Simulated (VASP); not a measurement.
Ir:

```xyz
1
Lattice="0.0000 1.9061 1.9061 1.9061 0.0000 1.9061 1.9061 1.9061 0.0000" Properties=species:S:1:pos:R:3 pbc="T T T"
Ir    0.0000    0.0000    0.0000
```

Base run:

| Item | Value |
| --- | --- |
| Program | VASP 6.6.1 |
| Functional | LDA |
| Potentials or basis | VASP PAW LDA potentials, release 64 (Ir) |
| Cutoff | 520 eV |
| k mesh | 14 × 14 × 14 |
| Occupations | gaussian, width 0.6 eV |
| Spin | no spin polarisation |

Its results: pressure 4.1 GPa.

Q: After a change of settings the same cell gave: pressure 2.4 GPa. Which change was it?
A. occupations from gaussian, width 0.6 eV to fermi-dirac, width 0.03 eV
B. k mesh from 14 × 14 × 14 to 4 × 4 × 4; occupations from gaussian, width 0.6 eV to fermi-dirac, width 0.1 eV
C. k mesh from 14 × 14 × 14 to 7 × 7 × 7; occupations from gaussian, width 0.6 eV to fermi-dirac, width 0.1 eV
D. occupations from gaussian, width 0.6 eV to fermi-dirac, width 1 eV; further incar settings from ALGO = Normal; EDIFF = 1e-06; NBANDS = 10 to ALGO = Normal; EDIFF = 1e-07; NBANDS = 10

A: A.
